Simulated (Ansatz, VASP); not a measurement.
**Pt in VASP and in Ansatz**

POSCAR

```
Pt
1.0
    2.8986988966      0.0000000000      0.0000000000
   -1.4493494483      2.5103468823      0.0000000000
    0.0000000000      0.0000000000      5.0317407000
Pt
2
Direct
    0.6666666667      0.3333333333      0.7500000000
    0.3333333333      0.6666666667      0.2500000000
```

The input INCAR.step1:

```
SYSTEM = Pt
  PREC = Accurate
  ENCUT = 520
  ISMEAR = 0
  SIGMA = 0.15
  LREAL = .FALSE.
  LASPH = .TRUE.
  NELM = 80
  NBANDS = 17
  GGA = PE
  ALGO = Normal
  EDIFF = 1E-4
  LWAVE = .TRUE.
  LCHARG = .FALSE.
```

The input INCAR.step2:

```
SYSTEM = Pt
  PREC = Accurate
  ENCUT = 520
  EDIFF = 1E-6
  ISMEAR = 0
  SIGMA = 0.15
  LREAL = .FALSE.
  LASPH = .TRUE.
  NELM = 80
  ALGO = Normal
  ISIF = 2
  LWAVE = .FALSE.
  LCHARG = .FALSE.
  METAGGA = R2SCAN
  LMIXTAU = .TRUE.
  NBANDS = 17
  ISTART = 1
```

Contents of KPOINTS:

```
regular mesh
0
G
  18 18 10
  0 0 0
```

Input for Ansatz:

```yaml
crystal:
  lattice:
    - [2.8986988966, 0.0, 0.0]
    - [-1.4493494483, 2.5103468823, 0.0]
    - [0.0, 0.0, 5.0317407]
  atoms:
    - { symbol: Pt, position: [0.6666666667, 0.3333333333, 0.75] }
    - { symbol: Pt, position: [0.3333333333, 0.6666666667, 0.25] }
basis:
  ecutwfc: 500
kpoints:
  mp_grid: { grid: [18, 18, 10] }
hamiltonian:
  xc: r2scan
scf:
  occupations: { method: gaussian, width: 0.15 }
output:
  forces: true
  stress: true
  eigenvalues: true
```

Change from the starting cell: strain +0.050 along x and y, +0.050 along z, atoms carried along.

Alike in both runs: task single point; functional r2SCAN; k mesh 18 × 18 × 10; occupations gaussian, width 0.15 eV; no spin polarisation.

|  | VASP | Ansatz |
| --- | --- | --- |
| version | VASP 6.6.1 | Ansatz 0.2.0 |
| potentials or method | VASP PAW PBE potentials, release 64 (Pt), cutoff 520 eV | scalar-relativistic, plane waves, PAW |
| valence electrons in the cell | 20 | 36 |

|  | VASP | Ansatz | Ansatz less VASP |
| --- | --- | --- | --- |
| gap on the k mesh at the Fermi level (eV) | none | none | - |
| pressure (GPa) | -28.2 | -28.4 | -0.15 |
| traceless stress, the component that is largest in VASP (GPa) | 2.97 | 3.12 | +0.148 |

VASP's potentials were made for PBE, not for r2SCAN. A gap of «none» marks a metal or a gap that the smearing closes. Both programs put the cell under strong tension, so it lies far from rest at this level. VASP's potentials hold 20 valence electrons a cell and Ansatz's 36, so a difference there can come from the potentials and not from the codes.

Spin-orbit coupling is off throughout.
